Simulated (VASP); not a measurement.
# Mg2Sn (R-3m) in VASP: single point with LDA

Aim: the single point of Mg2Sn with LDA.

All numbers are computed with VASP 6.6.1; they aren't measurements. Logs are shortened: lines on timing, memory, paths and dates and some standing lists are left out, and cuts for length are marked.

## Step 1: The cell of the first run

The structure is trigonal, space group R-3m (No. 166). Conventional cell: a = 4.755 Å, b = 4.755 Å, c = 11.824 Å, α = 90.00°, β = 90.00°, γ = 120.00°. Mg (site symmetry 3m) has 4 Sn at 2.92 to 2.96 Å and 6 Mg at 3.38 Å within 3.8 Å. Sn (site symmetry -3m) has 8 Mg at 2.92 to 2.96 Å within 3.8 Å.

## Step 2: Single point, LDA (equal xy, yz and zx shear strains of +1 %)

The input, INCAR:

```
SYSTEM = Mg2Sn
PREC = Accurate
ENCUT = 600
EDIFF = 1E-6
ISMEAR = -1
SIGMA = 0.08
LREAL = .FALSE.
LASPH = .TRUE.
NELM = 120
ALGO = Normal
ISIF = 2
LWAVE = .FALSE.
LCHARG = .FALSE.
NBANDS = 16
GGA_COMPAT = .FALSE.
```

The input, KPOINTS:

```
Automatic mesh
0
G
  11 11 11
  0 0 0
```

The input, POSCAR:

```
Mg2Sn
1.0
    0.0337950000      3.3963975000      3.3963975000
    3.3963975000      0.0337950000      3.3963975000
    3.3963975000      3.3963975000      0.0337950000
Mg Sn
2 1
Direct
    0.2500000000      0.2500000000      0.2500000000
    0.7500000000      0.7500000000      0.7500000000
    0.0000000000      0.0000000000      0.0000000000
```

Potentials or basis: VASP PAW LDA potentials, release 64 (Mg, Sn_d).

Run with:

```
$ cat potpaw_LDA.64/Mg/POTCAR potpaw_LDA.64/Sn_d/POTCAR > POTCAR
$ mpirun -np 1 vasp_std > vasp.out
```

OUTCAR:

```text
SYSTEM = Mg2Sn
   PREC = Accurate
   ENCUT = 600
   EDIFF = 1E-6
   ISMEAR = -1
   LREAL = .FALSE.
   LASPH = .TRUE.
   NELM = 120
   ISIF = 2

 ion  position               nearest neighbor table
   1  0.250  0.250  0.250-   3 2.92   3 2.92   3 2.92   3 2.96   2 3.38   2 3.38   2 3.38   2 3.38
                             2 3.38   2 3.38
   2  0.750  0.750  0.750-   3 2.92   3 2.92   3 2.92   3 2.96   1 3.38   1 3.38   1 3.38   1 3.38
                             1 3.38   1 3.38
   3  0.000  0.000  0.000-   2 2.92   2 2.92   2 2.92   1 2.92   1 2.92   1 2.92   2 2.96   1 2.96

  LATTYP: Found a trigonal (rhomboedric) cell.
 ALAT       =     4.8033502952
 COS(alpha) =     0.5099250056

  Lattice vectors:

 A1 = (   0.0337950000,   3.3963975000,   3.3963975000)
 A2 = (   3.3963975000,   0.0337950000,   3.3963975000)
 A3 = (   3.3963975000,   3.3963975000,   0.0337950000)

Analysis of symmetry for initial positions (statically):
=====================================================================
 Subroutine PRICEL returns:
 Original cell was already a primitive cell.

 Routine SETGRP: Setting up the symmetry group for a
 trigonal (rhombohedral) supercell.

 Subroutine GETGRP returns: Found 12 space group operations
 (whereof 12 operations were pure point group operations)
 out of a pool of 12 trial point group operations.

The static configuration has the point symmetry D_3d.

Analysis of symmetry for dynamics (positions and initial velocities):
=====================================================================
 Subroutine PRICEL returns:
 Original cell was already a primitive cell.

 Routine SETGRP: Setting up the symmetry group for a
 trigonal (rhombohedral) supercell.

 Subroutine GETGRP returns: Found 12 space group operations
 (whereof 12 operations were pure point group operations)
 out of a pool of 12 trial point group operations.

The dynamic configuration has the point symmetry D_3d.

 Subroutine INISYM returns: Found 12 space group operations
 (whereof 12 operations are pure point group operations),
 and found     1 'primitive' translations

----------------------------------------------------------------------------------------

                                     Primitive cell

  volume of cell :      77.1889

  direct lattice vectors                    reciprocal lattice vectors
     0.033795000  3.396397500  3.396397500    -0.149430463  0.147958241  0.147958241
     3.396397500  0.033795000  3.396397500     0.147958241 -0.149430463  0.147958241
     3.396397500  3.396397500  0.033795000     0.147958241  0.147958241 -0.149430463

  length of vectors
     4.803350295  4.803350295  4.803350295     0.257123989  0.257123989  0.257123989

  position of ions in fractional coordinates (direct lattice)
     0.250000000  0.250000000  0.250000000
     0.750000000  0.750000000  0.750000000
     0.000000000  0.000000000  0.000000000

  ion indices of the primitive-cell ions
   primitive index   ion index
                 1           1
                 2           2
                 3           3

----------------------------------------------------------------------------------------

 KPOINTS: Automatic mesh

Automatic generation of k-mesh.
 Grid dimensions read from file:
 generate k-points for:   11   11   11

 Generating k-lattice:

  Cartesian coordinates                     Fractional coordinates (reciprocal lattice)
    -0.013584588  0.013450749  0.013450749     0.090909091 -0.000000000 -0.000000000
     0.013450749 -0.013584588  0.013450749    -0.000000000  0.090909091 -0.000000000
     0.013450749  0.013450749 -0.013584588    -0.000000000 -0.000000000  0.090909091

  Length of vectors
     0.023374908  0.023374908  0.023374908

  Shift w.r.t. Gamma in fractional coordinates (k-lattice)
     0.000000000  0.000000000  0.000000000

 Subroutine IBZKPT returns following result:
 ===========================================

 Found    146 irreducible k-points:

 Following reciprocal coordinates:
            Coordinates               Weight
  0.000000  0.000000  0.000000      1.000000
  0.090909  0.000000  0.000000      6.000000
  0.181818  0.000000 -0.000000      6.000000
  0.272727  0.000000 -0.000000      6.000000
  0.363636  0.000000  0.000000      6.000000
  0.454545 -0.000000 -0.000000      6.000000
[... 16 lines left out ...]
 -0.272727  0.181818 -0.000000     12.000000
 -0.181818  0.181818  0.000000      6.000000
 [... further k-points ...]
   k-points           NKPTS =    146   k-points in BZ     NKDIM =    146   number of bands    NBANDS=     16
   number of dos      NEDOS =    301   number of ions     NIONS =      3
   total plane-waves  NPLWV =  64000
   dimension x,y,z NGX =    40 NGY =   40 NGZ =   40
   dimension x,y,z NGXF=    80 NGYF=   80 NGZF=   80
   ions per type =               2   1
   NGX,Y,Z   is equivalent  to a cutoff of  13.84, 13.84, 13.84 a.u.
   NGXF,Y,Z  is equivalent  to a cutoff of  27.69, 27.69, 27.69 a.u.
 SYSTEM =  Mg2Sn
   PREC   = accura    normal or accurate (medium, high low for compatibility)
   ISTART =      0    job   : 0-new  1-cont  2-samecut
   ICHARG =      2    charge: 1-file 2-atom 10-const
   ISPIN  =      1    spin polarized calculation?
   LNONCOLLINEAR =      F non collinear calculations
   LSORBIT =      F    spin-orbit coupling
   LASPH  =      T    aspherical Exc in radial PAW
   ENCUT  =  600.0 eV  44.10 Ry    6.64 a.u.   9.59  9.59  9.59*2*pi/ulx,y,z
   NELM   =    120;   NELMIN=  2; NELMDL= -5     # of ELM steps
   EDIFF  = 0.1E-05   stopping-criterion for ELM
   LREAL  =      F    real-space projection
   EDIFFG = 0.1E-04   stopping-criterion for IOM
   NSW    =      0    number of steps for IOM
   IBRION =     -1    ionic relax: 0-MD 1-quasi-New 2-CG
   NFREE  =      0    steps in history (QN), initial steepest desc. (CG)
   ISIF   =      2    stress and relaxation
   ISYM   =      2    0-nonsym 1-usesym 2-fastsym
   POTIM  = 0.5000    time-step for ionic-motion
   TEBEG  =    0.0;   TEEND  =   0.0 temperature during run
   PSTRESS=    0.0 pullay stress
   NELECT =      18.0000    total number of electrons
   NUPDOWN=      -1.0000    fix difference up-down
   EMIN   =  10.00;   EMAX   =-10.00  energy-range for DOS
   EFERMI =   0.00;   METHOD = LEGACY
   ISMEAR =    -1;   SIGMA  =   0.08  broadening in eV -4-tet -1-fermi 0-gaus
   EFERMI_NEDOS =   21; number of points for ismear=-14 and -15
   IALGO  =     38    algorithm
   IMIX   =      4    mixing-type and parameters
     AMIX     =   0.40;   BMIX     =  1.00
     AMIX_MAG =   1.60;   BMIX_MAG =  1.00
  volume/ion in A,a.u.               =      25.73       173.63
  Fermi-wavevector in a.u.,A,eV,Ry     =   1.007660  1.904201 13.815067  1.015379
  Thomas-Fermi vector in A             =   2.140479
   LORBIT       =      0    0 simple, 1 ext, 2 COOP (PROOUT), +10 PAW based schemes
   GGA     = CA    functional components
   LHFCALC =     F    Hartree Fock is set to
   AEXX    =    0.0000 exact exchange contribution
   IVDW    =     0    specifies the selected vdW correction
   LEPSILON=     F    determine dielectric tensor
   LRPA    =     F    only Hartree local field effects (RPA)
 non-spin polarized calculation
  energy-cutoff  :      600.00
  volume of cell :       77.19
 maximum number of plane-waves:      2649
   NGX = 19   NGY = 19   NGZ = 19

 number of electron      18.0000001 magnetization

 Free energy of the ion-electron system (eV)
  ---------------------------------------------------
  ext. energy  EPLUGINS =         0.00000000
  ---------------------------------------------------
  free energy    TOTEN  =        -8.91454764 eV

  energy without entropy =       -8.90755108  energy(sigma->0) =       -8.91104936

 E-fermi :   4.0358     XC(G=0):  -8.9788

 val. band max:        4.0307753428   @ k =   0.0000   0.0000   0.0000
 cond. band min:       4.0448655309   @ k =  -0.4545   0.4545   0.0000
 fundamental gap:      0.0140901881
 Fermi energy:         4.0357899803

 k-point     1 :       0.0000    0.0000    0.0000
  band No.  band energies     occupation
      1     -16.8281      2.00000
      2     -16.8281      2.00000
      3     -16.8261      2.00000
      4     -16.7876      2.00000
      5     -16.7876      2.00000
      6      -5.0589      2.00000
[... 8 lines left out ...]
     15       9.6105      0.00000
     16       9.6105      0.00000

 k-point     2 :       0.0909    0.0000    0.0000
  band No.  band energies     occupation
      1     -16.8281      2.00000
      2     -16.8279      2.00000
      3     -16.8258      2.00000
      4     -16.7876      2.00000
      5     -16.7876      2.00000
      6      -4.9916      2.00000
[... 8 lines left out ...]
     15       8.9002      0.00000
     16       8.9256      0.00000

 k-point     3 :       0.1818    0.0000   -0.0000
  band No.  band energies     occupation
      1     -16.8279      2.00000
      2     -16.8271      2.00000
      3     -16.8251      2.00000
      4     -16.7876      2.00000
      5     -16.7874      2.00000
      6      -4.7949      2.00000
[... 8 lines left out ...]
     15       8.5240      0.00000
     16       8.9083      0.00000

 k-point     4 :       0.2727    0.0000   -0.0000
  band No.  band energies     occupation
      1     -16.8277      2.00000
      2     -16.8261      2.00000
      3     -16.8242      2.00000
      4     -16.7874      2.00000
      5     -16.7872      2.00000
      6      -4.4890      2.00000
[... 8 lines left out ...]
     15       8.8522      0.00000
     16       8.8713      0.00000

 k-point     5 :       0.3636    0.0000    0.0000
  band No.  band energies     occupation
      1     -16.8276      2.00000
      2     -16.8253      2.00000
      3     -16.8233      2.00000
      4     -16.7873      2.00000
      5     -16.7869      2.00000
      6      -4.1277      2.00000
[... 8 lines left out ...]
     15       9.7258      0.00000
     16      10.0276      0.00000

 k-point     6 :       0.4545   -0.0000   -0.0000
  band No.  band energies     occupation
      1     -16.8275      2.00000
      2     -16.8248      2.00000
      3     -16.8229      2.00000
      4     -16.7872      2.00000
      5     -16.7868      2.00000
      6      -3.8444      2.00000
[... 8 lines left out ...]
     15      10.7804      0.00000
     16      11.2109      0.00000

 k-point     7 :       0.0909    0.0909   -0.0000
  band No.  band energies     occupation
      1     -16.8282      2.00000
      2     -16.8276      2.00000
      3     -16.8257      2.00000
      4     -16.7878      2.00000
      5     -16.7874      2.00000
      6      -4.9698      2.00000
[... 8 lines left out ...]
     15       8.5921      0.00000
     16       9.7000      0.00000

 k-point     8 :       0.1818    0.0909   -0.0000
  band No.  band energies     occupation
      1     -16.8282      2.00000
      2     -16.8270      2.00000
      3     -16.8251      2.00000
      4     -16.7879      2.00000
      5     -16.7871      2.00000
      6      -4.8167      2.00000
[... 8 lines left out ...]
     15       9.2363      0.00000
     16       9.3047      0.00000

 k-point     9 :       0.2727    0.0909   -0.0000
  band No.  band energies     occupation
      1     -16.8279      2.00000
      2     -16.8262      2.00000
      3     -16.8242      2.00000
      4     -16.7878      2.00000
      5     -16.7869      2.00000
      6      -4.5464      2.00000
[... 8 lines left out ...]
     15       9.2248      0.00000
     16       9.3474      0.00000
[... 172 lines left out ...]
 k-point    19 :       0.3636    0.1818   -0.0000
  band No.  band energies     occupation
      1     -16.8284      2.00000
      2     -16.8248      2.00000
      3     -16.8227      2.00000
      4     -16.7883      2.00000
      5     -16.7862      2.00000
      6      -4.1622      2.00000
[... 8 lines left out ...]
     15      10.3593      0.00000
     16      10.6623      0.00000

 k-point    20 :       0.4545    0.1818   -0.0000
  band No.  band energies     occupation
      1     -16.8277      2.00000
      2     -16.8247      2.00000
      3     -16.8222      2.00000
      4     -16.7880      2.00000
      5     -16.7862      2.00000
      6      -3.8280      2.00000
[... 8 lines left out ...]
     15      11.1187      0.00000
     16      11.5786      0.00000

 k-point    21 :      -0.4545    0.1818    0.0000
  band No.  band energies     occupation
      1     -16.8269      2.00000
      2     -16.8249      2.00000
      3     -16.8221      2.00000
      4     -16.7876      2.00000
      5     -16.7865      2.00000
      6      -3.6366      2.00000
[... 8 lines left out ...]
     15      10.3452      0.00000
     16      10.7882      0.00000

 k-point    22 :      -0.3636    0.1818    0.0000
  band No.  band energies     occupation
      1     -16.8267      2.00000
      2     -16.8252      2.00000
      3     -16.8224      2.00000
      4     -16.7872      2.00000
      5     -16.7869      2.00000
      6      -3.7399      2.00000
[... 8 lines left out ...]
     15       9.9652      0.00000
     16      10.3621      0.00000

 k-point    23 :      -0.2727    0.1818   -0.0000
  band No.  band energies     occupation
      1     -16.8271      2.00000
      2     -16.8253      2.00000
      3     -16.8230      2.00000
      4     -16.7875      2.00000
      5     -16.7868      2.00000
      6      -4.0485      2.00000
[... 8 lines left out ...]
     15      10.2282      0.00000
     16      11.5411      0.00000

 k-point    24 :      -0.1818    0.1818    0.0000
  band No.  band energies     occupation
      1     -16.8277      2.00000
      2     -16.8258      2.00000
      3     -16.8237      2.00000
      4     -16.7877      2.00000
      5     -16.7868      2.00000
      6      -4.3829      2.00000
[... 8 lines left out ...]
     15      10.2767      0.00000
     16      10.7793      0.00000

 [... further k-points ...]
[... 5 lines left out ...]
  --------------------------------------------------------------------------------------
  -------------------------------------------------------------------------------------
  Total       -0.9828924     -0.9828924     -0.9828924     -0.1629014     -0.1629014     -0.1629014
  in kB      -20.4014810    -20.4014810    -20.4014810     -3.3812742     -3.3812742     -3.3812742
  external PRESSURE =     -20.4014810 kB  Pullay stress =       0.0000000 kB

 VOLUME and BASIS-vectors are now :
 -----------------------------------------------------------------------------
  energy-cutoff  :      600.00
  volume of cell :       77.19
      direct lattice vectors                 reciprocal lattice vectors
     0.033795000  3.396397500  3.396397500    -0.149430463  0.147958241  0.147958241
     3.396397500  0.033795000  3.396397500     0.147958241 -0.149430463  0.147958241
     3.396397500  3.396397500  0.033795000     0.147958241  0.147958241 -0.149430463

 POSITION                                       TOTAL-FORCE (eV/Angst)
 -----------------------------------------------------------------------------------
      1.70665      1.70665      1.70665        -0.018508     -0.018508     -0.018508
      5.11994      5.11994      5.11994         0.018508      0.018508      0.018508
      0.00000      0.00000      0.00000         0.000000      0.000000     -0.000000
 -----------------------------------------------------------------------------------
    total drift:                               -0.000000      0.000000      0.000000

  FREE ENERGIE OF THE ION-ELECTRON SYSTEM (eV)
  ---------------------------------------------------
  free  energy   TOTEN  =        -8.9145476362 eV

  energy  without entropy=       -8.9075510763  energy(sigma->0) =       -8.91104936
```

Run time: 85 s. Hardware: 1 thread of Intel Xeon 6975P-C (Granite Rapids), shared host; peak memory 0.37 GiB.

What came out:

| Item | Value |
| --- | --- |
| Free energy | -8.9145 eV |
| Pressure | -2.0 GPa |
| Largest force | 0.032 eV/Å |
| Band gap on the k mesh | zero (bands 9 and 10 overlap by 0.19 eV) |

Forces on the atoms (eV/Å):
```
Mg  -0.019 -0.019 -0.019
Mg   0.019  0.019  0.019
Sn   0.000  0.000  0.000
```

Caveat: the cell differs from its parent crystal (equal xy, yz and zx shear strains of +1 %); spin-orbit coupling is left out, which moves the levels of the heavy elements.
